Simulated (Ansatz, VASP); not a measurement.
CdSiN2: VASP beside Ansatz

The input POSCAR:

```
CdSiN2
1.0
    3.0339884445      0.0000000000      0.0000000000
    0.0000000000      3.0339884445      0.0000000000
    0.0000000000      0.0000000000      5.1102333224
Cd N Si
1 2 1
Direct
    0.0000000000      0.0000000000      0.0000000000
    0.0000000000      0.5000000000      0.3197391382
    0.5000000000      0.0000000000      0.6802608618
    0.5000000000      0.5000000000      0.5000000000
```

The input INCAR.step1:

```
SYSTEM = CdSiN2
PREC     = Accurate       ! precision mode
ENCUT    = 660            ! plane-wave cutoff, eV
ISMEAR   = 0              ! smearing method
SIGMA    = 0.01           ! smearing width, eV
LREAL    = .False.        ! projectors in reciprocal space
LASPH    = .True.         ! aspherical terms in the spheres
NELM     = 120            ! most SCF steps
NBANDS   = 25             ! bands
GGA      = PE             ! functional
ALGO     = Normal         ! electronic algorithm
EDIFF    = 1E-5           ! SCF threshold, eV
LWAVE    = .True.         ! write WAVECAR
LCHARG   = .False.        ! write CHGCAR
GGA_COMPAT= .False.
```

INCAR.step2

```
SYSTEM = CdSiN2
PREC     = Accurate       ! precision mode
ENCUT    = 660            ! plane-wave cutoff, eV
EDIFF    = 1E-6           ! SCF threshold, eV
ISMEAR   = 0              ! smearing method
SIGMA    = 0.01           ! smearing width, eV
LREAL    = .False.        ! projectors in reciprocal space
LASPH    = .True.         ! aspherical terms in the spheres
NELM     = 120            ! most SCF steps
ALGO     = Normal         ! electronic algorithm
ISIF     = 2              ! what is computed and relaxed
LWAVE    = .False.        ! write WAVECAR
LCHARG   = .False.        ! write CHGCAR
METAGGA  = R2SCAN         ! meta-GGA
LMIXTAU  = .True.       
NBANDS   = 25             ! bands
ISTART   = 1            
GGA_COMPAT= .False.
```

Contents of KPOINTS:

```
regular mesh
0
Gamma
  8 8 6
  0 0 0
```

Input for Ansatz:

```yaml
crystal:
  lattice:
    - [3.0339884445, 0.0, 0.0]
    - [0.0, 3.0339884445, 0.0]
    - [0.0, 0.0, 5.1102333224]
  atoms:
    - { symbol: Cd, position: [0.0, 0.0, 0.0] }
    - { symbol: "N", position: [0.0, 0.5, 0.3197391382] }
    - { symbol: Si, position: [0.5, 0.5, 0.5] }
    - { symbol: "N", position: [0.5, 0.0, 0.6802608618] }
kpoints:
  mp_grid: { grid: [8, 8, 6] }
  band_path:
    path:
      - [0.0, 0.0, 0.0]
      - [0.0, 0.5, 0.0]
      - [0.5, 0.5, 0.0]
      - [0.0, 0.0, 0.5]
      - [0.0, 0.5, 0.5]
      - [0.5, 0.5, 0.5]
    npoints: 1
hamiltonian:
  xc: r2scan
scf:
  occupations: { method: fixed }
  n_extra_bands: 5
output:
  forces: true
  stress: true
  eigenvalues: true
  write_density: true
  write_potential: true
  elf: true
  volumetric_format: npy
```

Alike in both runs: task single point; functional r2SCAN; k mesh 8 × 8 × 6; no spin polarisation.

|  | VASP | Ansatz |
| --- | --- | --- |
| version | VASP 6.6.1 | Ansatz 0.2.0 |
| potentials or method | VASP PAW PBE potentials, release 64 (Cd_sv_GW, N, Si) | plane waves, PAW |
| plane-wave cutoff (eV) | 660 | 500 |
| occupations | gaussian, width 0.01 eV | fixed |
| valence electrons in the cell | 34 | 34 |

|  | VASP | Ansatz | Ansatz less VASP |
| --- | --- | --- | --- |
| gap on the k mesh at the Fermi level (eV) | 1.53 | 1.51 | -0.022 |
| pressure (GPa) | -0.1 | 0.0 | +0.08 |
| rms of the force components (eV/Å) | 0.004 | 0.002 | -0.0019 |

VASP's potentials were made for PBE, not for r2SCAN.
